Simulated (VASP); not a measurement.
A run of VASP 6.6.1 is set up as follows.

File INCAR:

```
SYSTEM = Mg6O5
PREC = Accurate
ENCUT = 520
EDIFF = 1E-6
ISMEAR = 0
SIGMA = 0.05
LREAL = .False.
LASPH = .True.
NELM = 80
ALGO = Normal
ISIF = 2
LWAVE = .False.
LCHARG = .True.
GGA = PS
LELF = .True.
LVHAR = .True.
NBANDS = 32
```

Contents of KPOINTS:

```
Automatic mesh
0
Gamma
  4 4 4
  0 0 0
```

POSCAR

```
Mg6O5
1.0
    5.5908553621      0.0000000000      0.0000000000
    0.0000000000      5.5908553621      0.0000000000
    0.0000000000      0.0000000000      5.5908553621
Mg O
6 5
Direct
    0.2500000000      0.0000000000      0.5000000000
    0.0000000000      0.5000000000      0.2500000000
    0.5000000000      0.7500000000      0.0000000000
    0.7500000000      0.0000000000      0.5000000000
    0.0000000000      0.5000000000      0.7500000000
    0.5000000000      0.2500000000      0.0000000000
    0.5000000000      0.0000000000      0.2500000000
    0.0000000000      0.7500000000      0.5000000000
    0.6875000000      0.4686988862      0.0000000000
    0.5000000000      0.0000000000      0.7500000000
    0.0000000000      0.2500000000      0.5000000000
```

Potentials or basis: VASP PAW PBE potentials, release 64 (Mg, O).

The run is started by

```console
$ cat potpaw_PBE.64/Mg/POTCAR potpaw_PBE.64/O/POTCAR > POTCAR
$ mpirun -np 1 vasp_std > vasp.out
```

Estimate the largest force.

9.138 eV/Å.

What does it give for the band gap on the k mesh?

0.82 eV.

Estimate the pressure.

3.3 GPa.

Stress tensor (GPa, compression positive):
```
 2.30  5.07  0.00
 5.07  7.89  0.00
 0.00  0.00 -0.24
```

Caveat: the cell differs from its parent crystal (atoms taken out, atom 9 moved -0.125 of the way to it and -0.175 Å across, host rigid); the PAW data sets were made with another functional, which shifts forces and pressure a little.
